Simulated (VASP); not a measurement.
TiAl3, 4 atoms in the cell. The structure is cubic, space group Pm-3m (No. 221). The conventional cell has a = 4.015 Å, b = 4.015 Å, c = 4.015 Å, α = 90.00°, β = 90.00°, γ = 90.00°. Within 3.7 Å of Ti (site symmetry m-3m) lie 12 Al at 2.84 Å. Within 3.7 Å of Al (site symmetry 4/mmm) lie 4 Ti at 2.84 Å and 8 Al at 2.84 Å.  This cell differs from its parent crystal: strain +0.015 along x and y, +0.015 along z.

```yaml
Program: VASP 6.6.1
Task: single point
Functional: r2SCAN
Potentials_or_basis: VASP PAW PBE potentials, release 64 (Ti_sv, Al)
Cutoff: 520 eV
k_mesh: 12 × 12 × 12
Occupations: gaussian, width 0.15 eV
Spin: no spin polarisation
Dipole_correction: no
Further_INCAR_settings: ALGO = Normal; EDIFF = 1e-06; NBANDS = 18
```

Potentials or basis: VASP PAW PBE potentials, release 64 (Ti_sv, Al).

Run with:

```sh
$ cat potpaw_PBE.64/Ti_sv/POTCAR potpaw_PBE.64/Al/POTCAR > POTCAR
$ cp INCAR.step1 INCAR
$ mpirun -np 1 vasp_std > vasp.out
$ cp INCAR.step2 INCAR
$ mpirun -np 1 vasp_std > vasp.out
```

Hardware: 1 thread of AMD EPYC 9R45 96-Core Processor (Zen 5) (shared host).

Task: How long does it take, and how much memory?

Result: Wall time 2.4 min on 1 thread of AMD EPYC 9R45 96-Core Processor (Zen 5), on a shared host, peak memory 0.2 GiB. Counts: k points 84.
